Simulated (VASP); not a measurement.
Ga2O3, 10 atoms in the cell. The structure is trigonal, space group R-3c (No. 167). The conventional cell has a = 5.134 Å, b = 5.134 Å, c = 13.845 Å, α = 90.00°, β = 90.00°, γ = 120.00°. Ga (site symmetry 3) has 6 O at 1.98 to 2.14 Å within 2.6 Å. O (site symmetry 2) has 4 Ga at 1.98 to 2.14 Å and 4 O at 2.70 to 2.80 Å within 2.8 Å.  This cell differs from its parent crystal: strain +3.0%.

- Program: VASP 6.6.1
- Task: single point
- Functional: r2SCAN
- Potentials or basis: VASP PAW PBE potentials, release 64 (Ga_d, O)
- Cutoff: 520 eV
- k mesh: 6 × 6 × 6
- Occupations: gaussian, width 0.01 eV
- Spin: no spin polarisation
- Dipole correction: no
- Further INCAR settings: ALGO = Normal; EDIFF = 1e-06; NBANDS = 55

Potentials or basis: VASP PAW PBE potentials, release 64 (Ga_d, O).

The run is started by

```bash
$ cat potpaw_PBE.64/Ga_d/POTCAR potpaw_PBE.64/O/POTCAR > POTCAR
$ cp INCAR.step1 INCAR
$ mpirun -np 1 vasp_std > vasp.out
$ cp INCAR.step2 INCAR
$ mpirun -np 1 vasp_std > vasp.out
```

Hardware: 1 thread of Oxide Virtual Turin-like Processor, with other jobs on the host.

Task: How long does it take, and how much memory?

Result: It took 20 min on 1 thread of Oxide Virtual Turin-like Processor (shared host), peak memory 0.33 GiB. Counts: k points 32.
